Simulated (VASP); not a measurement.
Write the native input for VASP 6.6.1 that does the following.

```yaml
Task: single point
Functional: PBE
Potentials_or_basis: VASP PAW PBE potentials, release 64 (Tl_d)
Cutoff: 520 eV
k_mesh: 7 × 7 × 10
Occupations: fermi-dirac, width 0.05 eV
Spin: no spin polarisation
Dipole_correction: no
Further_INCAR_settings: ALGO = Normal; EDIFF = 1e-06; NBANDS = 26
```

The structure of Tl lies in POSCAR:

```
Tl
1.0
    4.9900761160      0.0000000000      0.0000000000
   -2.4950380580      4.3215326833      0.0000000000
    0.0000000000      0.0000000000      3.0489847099
Tl
3
Direct
    0.0000000000      0.0000000000      0.0000000000
    0.3333333333      0.6666666667      0.5000000000
    0.6666666667      0.3333333333      0.5000000000
```

This isn't the form of Tl at room conditions, which is hcp.

One way to write it, as run:

INCAR

```
SYSTEM = Tl
PREC = Accurate ; ENCUT = 520
EDIFF = 1E-6 ; ISMEAR = -1
SIGMA = 0.05 ; LREAL = .FALSE.
LASPH = .TRUE. ; NELM = 100
ALGO = Normal ; ISIF = 2
LWAVE = .FALSE. ; LCHARG = .FALSE.
GGA = PE ; NBANDS = 26
```

KPOINTS

```
Automatic mesh
0
G
  7 7 10
  0 0 0
```

Potentials or basis: VASP PAW PBE potentials, release 64 (Tl_d).

Command:

```bash
$ cat potpaw_PBE.64/Tl_d/POTCAR > POTCAR
$ mpirun -np 1 vasp_std > vasp.out
```

Results of the run:

```yaml
Pressure: 25.9 GPa
Band_gap_on_the_k_mesh: zero (an odd number of electrons rules out a gap without spin polarisation)
```

Caveat: the cell stands under pressure; spin-orbit coupling is left out, which moves the levels of the heavy elements.

Run time: 26 s on 1 thread of Intel(R) Xeon(R) 6975P-C (Granite Rapids), on a shared host, peak memory 0.21 GiB.
